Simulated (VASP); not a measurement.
# WSe (Fm-3m) in VASP: relaxation of cell and atoms with PBE+U

Aim: the relaxation of cell and atoms of WSe with PBE+U.

All numbers are computed with VASP 6.6.1; they aren't measurements. Logs are shortened: lines on timing, memory, paths and dates and some standing lists are left out, and cuts for length are marked.

## 1. The cell of the first run

The structure is cubic, space group Fm-3m (No. 225). The conventional cell has a = 5.742 Å, b = 5.742 Å, c = 5.742 Å, α = 90.00°, β = 90.00°, γ = 90.00°. Within 3.8 Å of W (site symmetry m-3m) lie 6 Se at 2.87 Å. Se (site symmetry m-3m) has 6 W at 2.87 Å within 3.8 Å.

## 2. Relaxation of cell and atoms, PBE+U, collinear spin, ferromagnetic start

INCAR

```
PREC = Accurate
ENCUT = 600
EDIFF = 1E-6
ISMEAR = 0
SIGMA = 0.1
LREAL = False
LASPH = True
NELM = 150
ALGO = Normal
ISIF = 3
LWAVE = False
LCHARG = False
ISPIN = 2
MAGMOM = 1 0
LORBIT = 11
LMAXMIX = 4
LDAU = True
LDAUTYPE = 2
LDAUL = 2 -1
LDAUU = 6.2 0
LDAUJ = 0 0
LDAUPRINT = 1
GGA = PE
IBRION = 2
NSW = 80
EDIFFG = -0.01
```

KPOINTS

```
Automatic mesh
0
Gamma
  12 12 12
```

POSCAR

```
WSe
1.0
    0.0000000000      2.8710028295      2.8710028295
    2.8710028295      0.0000000000      2.8710028295
    2.8710028295      2.8710028295      0.0000000000
W Se
1 1
Direct
    0.0000000000      0.0000000000      0.0000000000
    0.5000000000      0.5000000000      0.5000000000
```

Potentials or basis: VASP PAW PBE potentials, release 64 (W_sv, Se).

On the command line:

```console
$ cat potpaw_PBE.64/W_sv/POTCAR potpaw_PBE.64/Se/POTCAR > POTCAR
$ mpirun -np 1 vasp_std > vasp.out
```

OUTCAR:

```text
PREC = Accurate
   ENCUT = 600
   EDIFF = 1E-6
   ISMEAR = 0
   LREAL = False
   LASPH = True
   NELM = 150
   ISIF = 3
   ISPIN = 2
   LORBIT = 11
   GGA = PE
   IBRION = 2
   NSW = 80
   EDIFFG = -0.01

 ion  position               nearest neighbor table
   1  0.000  0.000  0.000-   2 2.87   2 2.87   2 2.87   2 2.87   2 2.87   2 2.87
   2  0.500  0.500  0.500-   1 2.87   1 2.87   1 2.87   1 2.87   1 2.87   1 2.87

  LATTYP: Found a face centered cubic cell.
 ALAT       =     5.7420056590

  Lattice vectors:

 A1 = (   0.0000000000,   2.8710028295,   2.8710028295)
 A2 = (   2.8710028295,   0.0000000000,   2.8710028295)
 A3 = (   2.8710028295,   2.8710028295,   0.0000000000)

Analysis of symmetry for initial positions (statically):
=====================================================================
 Subroutine PRICEL returns:
 Original cell was already a primitive cell.

 Routine SETGRP: Setting up the symmetry group for a
 face centered cubic supercell.

 Subroutine GETGRP returns: Found 48 space group operations
 (whereof 48 operations were pure point group operations)
 out of a pool of 48 trial point group operations.

The static configuration has the point symmetry O_h .

Analysis of symmetry for dynamics (positions and initial velocities):
=====================================================================
 Subroutine PRICEL returns:
 Original cell was already a primitive cell.

 Routine SETGRP: Setting up the symmetry group for a
 face centered cubic supercell.

 Subroutine GETGRP returns: Found 48 space group operations
 (whereof 48 operations were pure point group operations)
 out of a pool of 48 trial point group operations.

The dynamic configuration has the point symmetry O_h .

Analysis of structural, dynamic, and magnetic symmetry:
=====================================================================
 Subroutine PRICEL returns:
 Original cell was already a primitive cell.

 Routine SETGRP: Setting up the symmetry group for a
 face centered cubic supercell.

 Subroutine GETGRP returns: Found 48 space group operations
 (whereof 48 operations were pure point group operations)
 out of a pool of 48 trial point group operations.

The overall configuration has the point symmetry O_h .

 Subroutine INISYM returns: Found 48 space group operations
 (whereof 48 operations are pure point group operations),
 and found     1 'primitive' translations

----------------------------------------------------------------------------------------

                                     Primitive cell

  volume of cell :      47.3294

  direct lattice vectors                    reciprocal lattice vectors
     0.000000000  2.871002830  2.871002830    -0.174155175  0.174155175  0.174155175
     2.871002830  0.000000000  2.871002830     0.174155175 -0.174155175  0.174155175
     2.871002830  2.871002830  0.000000000     0.174155175  0.174155175 -0.174155175

  length of vectors
     4.060211139  4.060211139  4.060211139     0.301645611  0.301645611  0.301645611

  position of ions in fractional coordinates (direct lattice)
     0.000000000  0.000000000  0.000000000
     0.500000000  0.500000000  0.500000000

  ion indices of the primitive-cell ions
   primitive index   ion index
                 1           1
                 2           2

----------------------------------------------------------------------------------------

 KPOINTS: Automatic mesh

Automatic generation of k-mesh.
 Grid dimensions read from file:
 generate k-points for:   12   12   12

 Generating k-lattice:

  Cartesian coordinates                     Fractional coordinates (reciprocal lattice)
[... 65 lines left out ...]
   NFREE  =      1    steps in history (QN), initial steepest desc. (CG)
   ISIF   =      3    stress and relaxation
   ISYM   =      2    0-nonsym 1-usesym 2-fastsym
   POTIM  = 0.5000    time-step for ionic-motion
   TEBEG  =    0.0;   TEEND  =   0.0 temperature during run
   PSTRESS=    0.0 pullay stress
   NELECT =      20.0000    total number of electrons
   NUPDOWN=      -1.0000    fix difference up-down
   EMIN   =  10.00;   EMAX   =-10.00  energy-range for DOS
   EFERMI =   0.00;   METHOD = LEGACY
   ISMEAR =     0;   SIGMA  =   0.10  broadening in eV -4-tet -1-fermi 0-gaus
   EFERMI_NEDOS =   21; number of points for ismear=-14 and -15
   IALGO  =     38    algorithm
   IMIX   =      4    mixing-type and parameters
     AMIX     =   0.40;   BMIX     =  1.00
     AMIX_MAG =   1.60;   BMIX_MAG =  1.00
  volume/ion in A,a.u.               =      23.66       159.70
  Fermi-wavevector in a.u.,A,eV,Ry     =   1.228498  2.321525 20.534021  1.509208
  Thomas-Fermi vector in A             =   2.363421
   LORBIT       =     11    0 simple, 1 ext, 2 COOP (PROOUT), +10 PAW based schemes
 LDA+U is selected, type is set to LDAUTYPE =  2
   angular momentum for each species LDAUL =     2   -1
   U (eV)           for each species LDAUU =   6.2  0.0
   J (eV)           for each species LDAUJ =   0.0  0.0
   GGA     = PE    functional components
   LHFCALC =     F    Hartree Fock is set to
   AEXX    =    0.0000 exact exchange contribution
   IVDW    =     0    specifies the selected vdW correction
   LEPSILON=     F    determine dielectric tensor
   LRPA    =     F    only Hartree local field effects (RPA)
 conjugate gradient relaxation of ions
 spin polarized calculation
 Gauss-broadening in eV      SIGMA  =   0.10
  energy-cutoff  :      600.00
  volume of cell :       47.33
 maximum number of plane-waves:      1604
   NGX = 17   NGY = 17   NGZ = 17

--------------------------------------- Ionic step        1  -------------------------------------------

 number of electron      19.9999999 magnetization       3.9433829

 Free energy of the ion-electron system (eV)
  ---------------------------------------------------
  ext. energy  EPLUGINS =         0.00000000
  ---------------------------------------------------
  free energy    TOTEN  =        -9.42554262 eV

  energy without entropy =       -9.41981376  energy(sigma->0) =       -9.42267819

------------------------ aborting loop because EDIFF is reached ----------------------------------------

  FORCE on cell =-STRESS in cart. coord.  units (eV):
  Direction    XX          YY          ZZ          XY          YZ          ZX
  --------------------------------------------------------------------------------------
  -------------------------------------------------------------------------------------
  Total       -0.7649082     -0.7649082     -0.7649082      0.0000000     -0.0000000      0.0000000
  in kB      -25.8933964    -25.8933964    -25.8933964      0.0000000     -0.0000000      0.0000000
  external PRESSURE =     -25.8933964 kB  Pullay stress =       0.0000000 kB
[... 161 lines left out ...]
  FREE ENERGIE OF THE ION-ELECTRON SYSTEM (eV)
  ---------------------------------------------------
  free  energy   TOTEN  =        -9.4427854951 eV

  energy  without entropy=       -9.4370413640  energy(sigma->0) =       -9.43991343

atom =   1  type =  1  l = 2

 onsite density matrix

spin component  1

  0.7860 -0.0000 -0.0000 -0.0000  0.0000
 -0.0000  0.7860  0.0000 -0.0000  0.0000
 -0.0000  0.0000  0.4254  0.0000 -0.0000
 -0.0000 -0.0000  0.0000  0.7860 -0.0000
  0.0000  0.0000 -0.0000 -0.0000  0.4254

spin component  2

  0.0207 -0.0000 -0.0000 -0.0000  0.0000
 -0.0000  0.0207  0.0000 -0.0000  0.0000
 -0.0000  0.0000  0.0680  0.0000 -0.0000
 -0.0000 -0.0000  0.0000  0.0207 -0.0000
  0.0000  0.0000 -0.0000 -0.0000  0.0680

 occupancies and eigenvectors

  o =  0.0207  v =  0.0000  0.0000  0.0000  0.0000  0.0000 -0.0521 -0.9542 -0.0000 -0.2947 -0.0000      0.0000  0.0000  0.0000  0.0000  0.0000  0.0000  0.0000  0.0000  0.0000  0.0000
  o =  0.0207  v =  0.0000  0.0000  0.0000  0.0000  0.0000 -0.0498  0.2972  0.0000 -0.9535  0.0000      0.0000  0.0000  0.0000  0.0000  0.0000  0.0000  0.0000  0.0000  0.0000  0.0000
  o =  0.0207  v =  0.0000  0.0000  0.0000  0.0000  0.0000  0.9974 -0.0350  0.0000 -0.0630 -0.0000      0.0000  0.0000  0.0000  0.0000  0.0000  0.0000  0.0000  0.0000  0.0000  0.0000
  o =  0.0680  v =  0.0000  0.0000  0.0000  0.0000  0.0000 -0.0000 -0.0000  1.0000  0.0000 -0.0061      0.0000  0.0000  0.0000  0.0000  0.0000  0.0000  0.0000  0.0000  0.0000  0.0000
  o =  0.0680  v =  0.0000  0.0000  0.0000  0.0000  0.0000  0.0000 -0.0000  0.0061  0.0000  1.0000      0.0000  0.0000  0.0000  0.0000  0.0000  0.0000  0.0000  0.0000  0.0000  0.0000
  o =  0.4254  v =  0.0000 -0.0000 -0.9994 -0.0000  0.0340  0.0000  0.0000  0.0000  0.0000  0.0000      0.0000  0.0000  0.0000  0.0000  0.0000  0.0000  0.0000  0.0000  0.0000  0.0000
  o =  0.4254  v =  0.0000 -0.0000  0.0340  0.0000  0.9994  0.0000  0.0000  0.0000  0.0000  0.0000      0.0000  0.0000  0.0000  0.0000  0.0000  0.0000  0.0000  0.0000  0.0000  0.0000
  o =  0.7860  v =  0.0000 -0.7794  0.0000 -0.6265 -0.0000  0.0000  0.0000  0.0000  0.0000  0.0000      0.0000  0.0000  0.0000  0.0000  0.0000  0.0000  0.0000  0.0000  0.0000  0.0000
  o =  0.7860  v =  1.0000  0.0000  0.0000  0.0000  0.0000  0.0000  0.0000  0.0000  0.0000  0.0000      0.0000  0.0000  0.0000  0.0000  0.0000  0.0000  0.0000  0.0000  0.0000  0.0000
  o =  0.7860  v =  0.0000 -0.6265  0.0000  0.7794  0.0000  0.0000  0.0000  0.0000  0.0000  0.0000      0.0000  0.0000  0.0000  0.0000  0.0000  0.0000  0.0000  0.0000  0.0000  0.0000

--------------------------------------- Ionic step        6  -------------------------------------------

 number of electron      20.0000001 magnetization       3.8619009

 Free energy of the ion-electron system (eV)
  ---------------------------------------------------
  ext. energy  EPLUGINS =         0.00000000
  ---------------------------------------------------
  free energy    TOTEN  =        -9.44317069 eV

  energy without entropy =       -9.43713925  energy(sigma->0) =       -9.44015497

 E-fermi :   7.0545     XC(G=0): -10.5648

 val. band max:        7.0380075509   @ k =   0.4167   0.1667   0.0833
 cond. band min:       7.0679960780   @ k =   0.2500   0.1667   0.0833
 fundamental gap:      0.0299885271
 Fermi energy:         7.0545063402

 spin component 1

 k-point     1 :       0.0000    0.0000    0.0000
  band No.  band energies     occupation
      1     -68.2891      1.00000
      2     -32.7455      1.00000
      3     -32.7455      1.00000
      4     -32.7455      1.00000
      5      -8.3181      1.00000
      6       3.0585      1.00000
      7       3.0585      1.00000
      8       3.0585      1.00000
      9       4.2852      1.00000
     10       4.2852      1.00000
     11       4.2852      1.00000
     12       5.1286      1.00000
[... 882 lines left out ...]
  FREE ENERGIE OF THE ION-ELECTRON SYSTEM (eV)
  ---------------------------------------------------
  free  energy   TOTEN  =        -9.4431706870 eV

  energy  without entropy=       -9.4371392503  energy(sigma->0) =       -9.44015497

 reached required accuracy - stopping structural energy minimisation

 total charge

# of ion       s       p       d       tot
------------------------------------------
    1        2.307   6.083   3.368  11.757
    2        1.441   2.363   0.058   3.862
--------------------------------------------------
tot          3.748   8.446   3.425  15.619

 magnetization (x)

# of ion       s       p       d       tot
------------------------------------------
    1        0.151   0.027   2.980   3.158
    2        0.012  -0.120   0.044  -0.064
--------------------------------------------------
tot          0.163  -0.093   3.023   3.093
```

Run time: 3.7 min. Hardware: 1 thread of Intel Xeon Platinum 8488C (Sapphire Rapids), shared host; peak memory 0.28 GiB.

Results:

```
Free energy                                           : -9.4432 eV
Relaxed volume                                        : 22.66 Å³/atom
Relaxed cell                                          : a = 4.002 Å, b = 4.002 Å, c = 4.002 Å, α = 60.00°, β = 60.00°, γ = 60.00°
Space group after relaxing (to 0.05 Å)                : Fm-3m (No. 225)
Energy gained by relaxing                             : 8.8 meV/atom
Ionic steps                                           : 6
Pressure after relaxing                               : 0.0 GPa
Net moment                                            : 3.86 μB per cell
Site moments                                          : W +3.16; Se -0.06 μB
Valence electrons inside the program's atomic spheres : W 11.76; Se 3.86
```

Step by step:
```
step  energy change (eV)  largest force (eV/Å)  pressure (GPa)  volume (Å³)
   1              0.0000                0.0000           -2.59        47.33
   2             -0.0167                0.0000            0.59        44.76
   3             -0.0176                0.0000            0.09        45.21
   4             -0.0176                0.0000            0.07        45.27
   5             -0.0172                0.0000           -0.42        45.58
   6             -0.0176                0.0000           -0.05        45.32
```

Final structure:
```
W Se
1.0
     0.00000    2.82979    2.82979
     2.82979    0.00000    2.82979
     2.82979    2.82979    0.00000
W Se
1 1
Direct
  0.00000 0.00000 0.00000
  0.50000 0.50000 0.50000
```

Eigenvalues of the final occupation matrices:
| site | spin | trace | eigenvalues |
| --- | --- | --- | --- |
| site 1 d | 1 | 3.21 | 0.43 0.43 0.79 0.79 0.79 |
| site 1 d | 2 | 0.20 | 0.02 0.02 0.02 0.07 0.07 |

Caveat: spin-orbit coupling is left out, which moves the levels of the heavy elements. The state reached can hang on the start; a lower one may exist.
